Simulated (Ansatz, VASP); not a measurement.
Two plane-wave programs on ZnO

```
Zn O
1.0
     2.68818    0.00000    0.00000
     0.00000    2.68818    0.00000
     0.00000    0.00000    2.68818
Zn O
1 1
Direct
  0.00000 0.00000 0.00000
  0.50000 0.50000 0.50000
```

Alike in both runs: functional PBE; k mesh 15 × 15 × 15; occupations fermi-dirac, width 0.05 eV; no spin polarisation.

Ansatz relaxed the structure, and its values are those at the end. VASP's run is a single point on that final structure, the one shown.

```csv
,VASP,Ansatz
version,VASP 6.6.1,Ansatz 0.2.0
potentials or method,"VASP PAW PBE potentials, release 64 (Zn, O)","PAW with Ansatz's default frozen-core files, scalar-relativistic"
plane-wave cutoff (eV),520,420
valence electrons in the cell,18,18
```

```csv
,VASP,Ansatz,Ansatz less VASP
pressure (GPa),0.7,0.0,-0.66
```
